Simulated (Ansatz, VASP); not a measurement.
# SiC: VASP beside Ansatz

```
CELL_PARAMETERS angstrom
0.00000 2.00008 2.17400
2.00008 0.00000 2.17400
2.00008 2.00008 0.00000
ATOMIC_POSITIONS crystal
Si 0.00000 0.00000 0.00000
C 0.75000 0.75000 0.75000
```

Change from the starting cell: strain -0.080 along x and y, +0.000 along z, atoms carried along.

Alike in both runs: task single point; functional r2SCAN; k mesh 12 × 12 × 12; occupations gaussian, width 0.05 eV; no spin polarisation.

|  | VASP | Ansatz |
| --- | --- | --- |
| version | VASP 6.6.1 | Ansatz 0.2.0 |
| potentials or method | VASP PAW PBE potentials, release 64 (Si, C), cutoff 520 eV | scalar-relativistic, plane waves, PAW |
| valence electrons in the cell | 8 | 8 |

|  | VASP | Ansatz | Ansatz less VASP |
| --- | --- | --- | --- |
| gap on the k mesh at the Fermi level (eV) | 1.05 | 1.03 | -0.016 |
| least direct gap on the mesh (eV) | 5.16 | 5.14 | -0.017 |
| pressure (GPa) | 53.2 | 53.6 | +0.37 |
| traceless stress, the component that is largest in VASP (GPa) | -19.28 | -19.16 | +0.120 |

VASP's potentials were made for PBE, not for r2SCAN. Both programs put the cell under a high pressure, so it lies far from rest at this level.
